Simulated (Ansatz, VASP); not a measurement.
**Two plane-wave programs on TiSi2**

```
CELL_PARAMETERS angstrom
-1.41424 1.63903 4.02410
1.41424 -1.63903 4.02410
1.41424 1.63903 -4.02410
ATOMIC_POSITIONS crystal
Ti 0.00000 0.00000 0.00000
Si 0.31280 0.31280 0.00000
Si 0.68720 0.68720 0.00000
```

Alike in both runs: task single point; functional LDA; k mesh 18 × 18 × 18; occupations gaussian, width 0.15 eV; no spin polarisation.

|  | VASP | Ansatz |
| --- | --- | --- |
| version | VASP 6.6.1 | Ansatz 0.2.0 |
| potentials or method | VASP PAW LDA potentials, release 64 (Ti_sv, Si), cutoff 520 eV | scalar-relativistic, plane waves, PAW |
| valence electrons in the cell | 20 | 20 |

```csv
,VASP,Ansatz,Ansatz less VASP
gap on the k mesh at the Fermi level (eV),none,none,-
pressure (GPa),18.1,17.9,-0.23
"traceless stress, the component that is largest in VASP (GPa)",4.07,4.00,-0.072
rms of the force components (eV/Å),0.895,0.895,+0.0003
```

Ansatz warns that its potentials were made for another functional, while VASP's fit it. LDA's correlation is that of Perdew and Zunger in VASP and of Perdew and Wang (1992) in Ansatz. Atom by atom the forces differ by 0.000 eV/Å (rms over components). A gap of «none» marks a metal or a gap that the smearing closes.
